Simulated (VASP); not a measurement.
# CsH (I4/mmm) in VASP: further runs

CsH is run at these levels: LDA; tasks: single point.

Everything below comes from runs of VASP 6.6.1. Logs are shortened: lines on timing, memory, paths and dates and some standing lists are left out, and cuts for length are marked.

**1. The cell of the first run**

Symmetry: I4/mmm, No. 139, tetragonal system. The conventional cell has a = 4.759 Å, b = 4.759 Å, c = 5.721 Å, α = 90.00°, β = 90.00°, γ = 90.00°. Within 3.8 Å of Cs (site symmetry 4/mmm) lie 6 H at 2.86 to 3.37 Å. H (site symmetry 4/mmm) has 6 Cs at 2.86 to 3.37 Å within 3.8 Å.

**2. Single point, LDA**

Input file INCAR:

```
PREC = Accurate
ENCUT = 520
EDIFF = 1E-6
ISMEAR = 0
SIGMA = 0.05
LREAL = F
LASPH = T
NELM = 80
ALGO = Normal
ISIF = 2
LWAVE = F
LCHARG = F
GGA = CA
NBANDS = 12
```

Input file KPOINTS:

```
regular mesh
0
Gamma
  8 8 8
```

Input file POSCAR:

```
CsH
1.0
    0.0000000000      3.3654670080      2.8606469568
    3.3654670080      0.0000000000      2.8606469568
    3.3654670080      3.3654670080      0.0000000000
Cs H
1 1
Direct
    0.0000000000      0.0000000000      0.0000000000
    0.5000000000      0.5000000000      0.5000000000
```

Potentials or basis: VASP PAW LDA potentials, release 64 (Cs_sv, H).

Command:

```sh
$ cat potpaw_LDA.64/Cs_sv/POTCAR potpaw_LDA.64/H/POTCAR > POTCAR
$ mpirun -np 1 vasp_std > vasp.out
```

OUTCAR:

```text
PREC = Accurate
   ENCUT = 520
   EDIFF = 1E-6
   ISMEAR = 0
   LREAL = F
   LASPH = T
   NELM = 80
   ISIF = 2
   GGA = CA

 ion  position               nearest neighbor table
   1  0.000  0.000  0.000-
   2  0.500  0.500  0.500-

  LATTYP: Found a body centered tetragonal cell.
 ALAT       =     4.7594890864
 C/A-ratio  =     1.2020815280

  Lattice vectors:

 A1 = (   0.0000000000,  -3.3654670080,  -2.8606469568)
 A2 = (   0.0000000000,   3.3654670080,  -2.8606469568)
 A3 = (   3.3654670080,   0.0000000000,   2.8606469568)

Analysis of symmetry for initial positions (statically):
=====================================================================
 Subroutine PRICEL returns:
 Original cell was already a primitive cell.

 Routine SETGRP: Setting up the symmetry group for a
 body centered tetragonal supercell.

 Subroutine GETGRP returns: Found 16 space group operations
 (whereof 16 operations were pure point group operations)
 out of a pool of 16 trial point group operations.

The static configuration has the point symmetry D_4h.

Analysis of symmetry for dynamics (positions and initial velocities):
=====================================================================
 Subroutine PRICEL returns:
 Original cell was already a primitive cell.

 Routine SETGRP: Setting up the symmetry group for a
 body centered tetragonal supercell.

 Subroutine GETGRP returns: Found 16 space group operations
 (whereof 16 operations were pure point group operations)
 out of a pool of 16 trial point group operations.

The dynamic configuration has the point symmetry D_4h.

 Subroutine INISYM returns: Found 16 space group operations
 (whereof 16 operations are pure point group operations),
 and found     1 'primitive' translations

----------------------------------------------------------------------------------------

                                     Primitive cell

  volume of cell :      64.8015

  direct lattice vectors                    reciprocal lattice vectors
     0.000000000  3.365467008  2.860646957    -0.148567791  0.148567791  0.174785637
     3.365467008  0.000000000  2.860646957     0.148567791 -0.148567791  0.174785637
     3.365467008  3.365467008  0.000000000     0.148567791  0.148567791 -0.174785637

  length of vectors
     4.416975118  4.416975118  4.759489086     0.273303487  0.273303487  0.273303487

  position of ions in fractional coordinates (direct lattice)
     0.000000000  0.000000000  0.000000000
     0.500000000  0.500000000  0.500000000

  ion indices of the primitive-cell ions
   primitive index   ion index
                 1           1
                 2           2

----------------------------------------------------------------------------------------

 KPOINTS: regular mesh

Automatic generation of k-mesh.
 Grid dimensions read from file:
 generate k-points for:    8    8    8

 Generating k-lattice:

  Cartesian coordinates                     Fractional coordinates (reciprocal lattice)
    -0.018570974  0.018570974  0.021848205     0.125000000  0.000000000  0.000000000
     0.018570974 -0.018570974  0.021848205     0.000000000  0.125000000  0.000000000
     0.018570974  0.018570974 -0.021848205     0.000000000  0.000000000  0.125000000

  Length of vectors
     0.034162936  0.034162936  0.034162936

  Shift w.r.t. Gamma in fractional coordinates (k-lattice)
     0.000000000  0.000000000  0.000000000

 Subroutine IBZKPT returns following result:
 ===========================================

 Found     59 irreducible k-points:

 Following reciprocal coordinates:
            Coordinates               Weight
  0.000000  0.000000  0.000000      1.000000
  0.125000  0.000000  0.000000      8.000000
  0.250000  0.000000  0.000000      8.000000
  0.375000  0.000000  0.000000      8.000000
  0.500000  0.000000  0.000000      4.000000
  0.125000  0.125000  0.000000      2.000000
[... 16 lines left out ...]
  0.250000  0.000000  0.125000     16.000000
  0.375000  0.000000  0.125000     16.000000
 [... further k-points ...]
   k-points           NKPTS =     59   k-points in BZ     NKDIM =     59   number of bands    NBANDS=     12
   number of dos      NEDOS =    301   number of ions     NIONS =      2
   total plane-waves  NPLWV =  46656
   dimension x,y,z NGX =    36 NGY =   36 NGZ =   36
   dimension x,y,z NGXF=    72 NGYF=   72 NGZF=   72
   ions per type =               1   1
   NGX,Y,Z   is equivalent  to a cutoff of  13.55, 13.55, 12.57 a.u.
   NGXF,Y,Z  is equivalent  to a cutoff of  27.10, 27.10, 25.15 a.u.
 SYSTEM =  unknown system
   PREC   = accura    normal or accurate (medium, high low for compatibility)
   ISTART =      0    job   : 0-new  1-cont  2-samecut
   ICHARG =      2    charge: 1-file 2-atom 10-const
   ISPIN  =      1    spin polarized calculation?
   LNONCOLLINEAR =      F non collinear calculations
   LSORBIT =      F    spin-orbit coupling
   LASPH  =      T    aspherical Exc in radial PAW
   ENCUT  =  520.0 eV  38.22 Ry    6.18 a.u.   8.21  8.21  8.85*2*pi/ulx,y,z
   NELM   =     80;   NELMIN=  2; NELMDL= -5     # of ELM steps
   EDIFF  = 0.1E-05   stopping-criterion for ELM
   LREAL  =      F    real-space projection
   EDIFFG = 0.1E-04   stopping-criterion for IOM
   NSW    =      0    number of steps for IOM
   IBRION =     -1    ionic relax: 0-MD 1-quasi-New 2-CG
   NFREE  =      0    steps in history (QN), initial steepest desc. (CG)
   ISIF   =      2    stress and relaxation
   ISYM   =      2    0-nonsym 1-usesym 2-fastsym
   POTIM  = 0.5000    time-step for ionic-motion
   TEBEG  =    0.0;   TEEND  =   0.0 temperature during run
   PSTRESS=    0.0 pullay stress
   NELECT =      10.0000    total number of electrons
   NUPDOWN=      -1.0000    fix difference up-down
   EMIN   =  10.00;   EMAX   =-10.00  energy-range for DOS
   EFERMI =   0.00;   METHOD = LEGACY
   ISMEAR =     0;   SIGMA  =   0.05  broadening in eV -4-tet -1-fermi 0-gaus
   EFERMI_NEDOS =   21; number of points for ismear=-14 and -15
   IALGO  =     38    algorithm
   IMIX   =      4    mixing-type and parameters
     AMIX     =   0.40;   BMIX     =  1.00
     AMIX_MAG =   1.60;   BMIX_MAG =  1.00
  volume/ion in A,a.u.               =      32.40       218.65
  Fermi-wavevector in a.u.,A,eV,Ry     =   0.878105  1.659378 10.491026  0.771069
  Thomas-Fermi vector in A             =   1.998146
   LORBIT       =      0    0 simple, 1 ext, 2 COOP (PROOUT), +10 PAW based schemes
   GGA     = CA    functional components
   LHFCALC =     F    Hartree Fock is set to
   AEXX    =    0.0000 exact exchange contribution
   IVDW    =     0    specifies the selected vdW correction
   LEPSILON=     F    determine dielectric tensor
   LRPA    =     F    only Hartree local field effects (RPA)
 non-spin polarized calculation
 Gauss-broadening in eV      SIGMA  =   0.05
  energy-cutoff  :      520.00
  volume of cell :       64.80
 maximum number of plane-waves:      1770
 NGX is ok and might be reduce to    36

 number of electron      10.0000000 magnetization

 number of electron       9.9999999 magnetization

 Free energy of the ion-electron system (eV)
  ---------------------------------------------------
  ext. energy  EPLUGINS =         0.00000000
  ---------------------------------------------------
  free energy    TOTEN  =        -4.81009406 eV

  energy without entropy =       -4.81009406  energy(sigma->0) =       -4.81009406

 E-fermi :   0.4909     XC(G=0):  -7.5045

 val. band max:        0.1794250314   @ k =   0.5000   0.0000   0.0000
 cond. band min:       1.9679836160   @ k =   0.5000   0.0000   0.0000
 fundamental gap:      1.7885585845
 Fermi energy:         0.4908888786

 k-point     1 :       0.0000    0.0000    0.0000
  band No.  band energies     occupation
      1     -21.3751      2.00000
      2      -7.8656      2.00000
      3      -7.8656      2.00000
      4      -7.7514      2.00000
      5      -1.8194      2.00000
      6       4.8225      0.00000
      7       4.9016      0.00000
      8       4.9016      0.00000
      9       5.6333      0.00000
     10       5.9485      0.00000
     11       8.7135      0.00000
     12       8.9290      0.00000

 k-point     2 :       0.1250    0.0000    0.0000
  band No.  band energies     occupation
      1     -21.3631      2.00000
      2      -7.9839      2.00000
      3      -7.8928      2.00000
      4      -7.7912      2.00000
      5      -1.5524      2.00000
      6       4.3468      0.00000
      7       4.9203      0.00000
      8       4.9775      0.00000
      9       5.5948      0.00000
     10       5.8680      0.00000
     11       8.1185      0.00000
     12       9.2697      0.00000

 k-point     3 :       0.2500    0.0000    0.0000
  band No.  band energies     occupation
      1     -21.3339      2.00000
      2      -8.3067      2.00000
      3      -7.9570      2.00000
      4      -7.8143      2.00000
      5      -0.9079      2.00000
      6       3.3009      0.00000
      7       4.5724      0.00000
      8       5.3406      0.00000
      9       5.8202      0.00000
     10       6.4781      0.00000
     11       7.2614      0.00000
     12      10.4660      0.00000
[... 286 lines left out ...]
 k-point    23 :       0.2500    0.0000    0.1250
  band No.  band energies     occupation
      1     -21.3395      2.00000
      2      -8.2145      2.00000
      3      -7.9334      2.00000
      4      -7.8460      2.00000
      5      -1.1760      2.00000
      6       3.6278      0.00000
      7       4.2522      0.00000
      8       5.4041      0.00000
      9       5.9697      0.00000
     10       6.2347      0.00000
     11       8.4267      0.00000
     12       9.9382      0.00000

 k-point    24 :       0.3750    0.0000    0.1250
  band No.  band energies     occupation
      1     -21.3100      2.00000
      2      -8.4838      2.00000
      3      -8.0219      2.00000
      4      -7.8731      2.00000
      5      -0.5802      2.00000
      6       2.8224      0.00000
      7       4.1804      0.00000
      8       5.4494      0.00000
      9       6.6223      0.00000
     10       7.0183      0.00000
     11       8.0078      0.00000
     12      10.3257      0.00000

 [... further k-points ...]
[... 5 lines left out ...]
  --------------------------------------------------------------------------------------
  -------------------------------------------------------------------------------------
  Total       -0.7752755     -0.7752755      0.9107870      0.0000000      0.0000000     -0.0000000
  in kB      -19.1682173    -19.1682173     22.5186557      0.0000000      0.0000000     -0.0000000
  external PRESSURE =      -5.2725930 kB  Pullay stress =       0.0000000 kB

 VOLUME and BASIS-vectors are now :
 -----------------------------------------------------------------------------
  energy-cutoff  :      520.00
  volume of cell :       64.80
      direct lattice vectors                 reciprocal lattice vectors
     0.000000000  3.365467008  2.860646957    -0.148567791  0.148567791  0.174785637
     3.365467008  0.000000000  2.860646957     0.148567791 -0.148567791  0.174785637
     3.365467008  3.365467008  0.000000000     0.148567791  0.148567791 -0.174785637

 POSITION                                       TOTAL-FORCE (eV/Angst)
 -----------------------------------------------------------------------------------
      0.00000      0.00000      0.00000        -0.000000      0.000000     -0.000000
      3.36547      3.36547      2.86065         0.000000     -0.000000      0.000000
 -----------------------------------------------------------------------------------
    total drift:                               -0.000000      0.000000      0.000000

  FREE ENERGIE OF THE ION-ELECTRON SYSTEM (eV)
  ---------------------------------------------------
  free  energy   TOTEN  =        -4.8100940568 eV

  energy  without entropy=       -4.8100940568  energy(sigma->0) =       -4.81009406
```

Run time: 14 s. Hardware: 1 thread of Intel Xeon 6975P-C (Granite Rapids), shared host; peak memory 0.19 GiB.

What came out:

```yaml
Free_energy: -4.8101 eV
Pressure: -0.5 GPa
Band_gap_on_the_k_mesh: 1.79 eV, direct
```

Caveat: spin-orbit coupling is left out, which moves the levels of the heavy elements.

**3. Single point, LDA**

This run uses another cell than the first one, of the same volume but with other edges.

Input file INCAR:

```
  PREC = Accurate
  ENCUT = 520
  EDIFF = 1E-6
  ISMEAR = 0
  SIGMA = 0.05
  LREAL = F
  LASPH = T
  NELM = 80
  ALGO = Normal
  ISIF = 2
  LWAVE = F
  LCHARG = F
  GGA = CA
  NBANDS = 12
```

KPOINTS is that of step 2.

Input file POSCAR:

```
CsH
1.0
    0.0000000000      3.0000228601      3.6000274321
    3.0000228601      0.0000000000      3.6000274321
    3.0000228601      3.0000228601      0.0000000000
Cs H
1 1
Direct
    0.0000000000      0.0000000000      0.0000000000
    0.5000000000      0.5000000000      0.5000000000
```

Potentials or basis: VASP PAW LDA potentials, release 64 (Cs_sv, H).

Command:

```sh
$ cat potpaw_LDA.64/Cs_sv/POTCAR potpaw_LDA.64/H/POTCAR > POTCAR
$ mpirun -np 1 vasp_std > vasp.out
```

OUTCAR:

```text
PREC = Accurate
   ENCUT = 520
   EDIFF = 1E-6
   ISMEAR = 0
   LREAL = F
   LASPH = T
   NELM = 80
   ISIF = 2
   GGA = CA

 ion  position               nearest neighbor table
   1  0.000  0.000  0.000-
   2  0.500  0.500  0.500-

  LATTYP: Found a body centered tetragonal cell.
 ALAT       =     4.2426730162
 C/A-ratio  =     1.6970562748

  Lattice vectors:

 A1 = (  -3.0000228601,   0.0000000000,   3.6000274321)
 A2 = (   3.0000228601,   0.0000000000,   3.6000274321)
[... 535 lines left out ...]
      6       2.8149      0.00000
      7       4.4340      0.00000
      8       4.9459      0.00000
      9       6.1738      0.00000
     10       7.0422      0.00000
     11       8.2460      0.00000
     12      10.5220      0.00000

 [... further k-points ...]
[... 5 lines left out ...]
  --------------------------------------------------------------------------------------
  -------------------------------------------------------------------------------------
  Total        0.1289387      0.1289387     -0.8962274      0.0000000      0.0000000      0.0000000
  in kB        3.1879300      3.1879300    -22.1586781      0.0000000      0.0000000      0.0000000
  external PRESSURE =      -5.2609394 kB  Pullay stress =       0.0000000 kB

 VOLUME and BASIS-vectors are now :
 -----------------------------------------------------------------------------
  energy-cutoff  :      520.00
  volume of cell :       64.80
      direct lattice vectors                 reciprocal lattice vectors
     0.000000000  3.000022860  3.600027432    -0.166665397  0.166665397  0.138887831
     3.000022860  0.000000000  3.600027432     0.166665397 -0.166665397  0.138887831
     3.000022860  3.000022860  0.000000000     0.166665397  0.166665397 -0.138887831

 POSITION                                       TOTAL-FORCE (eV/Angst)
 -----------------------------------------------------------------------------------
      0.00000      0.00000      0.00000        -0.000000     -0.000000     -0.000000
      3.00002      3.00002      3.60003         0.000000      0.000000      0.000000
 -----------------------------------------------------------------------------------
    total drift:                               -0.000000      0.000000      0.000000

  FREE ENERGIE OF THE ION-ELECTRON SYSTEM (eV)
  ---------------------------------------------------
  free  energy   TOTEN  =        -4.8240923264 eV

  energy  without entropy=       -4.8240923264  energy(sigma->0) =       -4.82409233
```

stdout:

```text
POSCAR found type information on POSCAR CsH
 POSCAR found :  2 types and       2 ions
 scaLAPACK will be used
 LDA part: xc-table for (Slater(with rela. corr.)+CA(PZ))
 , standard interpolation
 POSCAR, INCAR and KPOINTS ok, starting setup
 FFT: planning ... GRIDC
 FFT: planning ... GRID_SOFT
 FFT: planning ... GRID
 WAVECAR not read
 entering main loop
```

Wall time 13 s (1 thread of Intel Xeon 6975P-C (Granite Rapids), shared host); peak memory 0.19 GiB.

Results:

| Property | Result |
| --- | --- |
| Free energy | -4.8241 eV |
| Pressure | -0.5 GPa |
| Band gap on the k mesh | 1.80 eV, direct |

Levels at points of the mesh, in eV from the valence-band top:
| k point | band 1 | band 2 | band 3 | band 4 | band 5 | band 6 | band 7 | band 8 | band 9 | band 10 |
| --- | --- | --- | --- | --- | --- | --- | --- | --- | --- | --- |
| (0.00, 0.00, 0.00) | -21.55 | -8.15 | -7.91 | -7.91 | -1.99 | 4.09 | 4.34 | 5.32 | 5.32 | 7.42 |
| (0.50, 0.00, 0.00) | -21.46 | -8.91 | -8.27 | -7.92 | 0.00 | 1.80 | 3.94 | 5.10 | 6.64 | 7.73 |
| (0.50, 0.50, 0.00) | -21.48 | -8.82 | -8.07 | -8.07 | -1.40 | 3.06 | 4.21 | 7.97 | 8.49 | 8.49 |
| (0.50, 0.00, 0.50) | -21.41 | -8.72 | -8.45 | -8.31 | -1.40 | 2.69 | 5.72 | 6.56 | 6.95 | 7.48 |

Caveat: spin-orbit coupling is left out, which moves the levels of the heavy elements. A k mesh can miss the band edges.

(Part 1 of 2 ends here.)
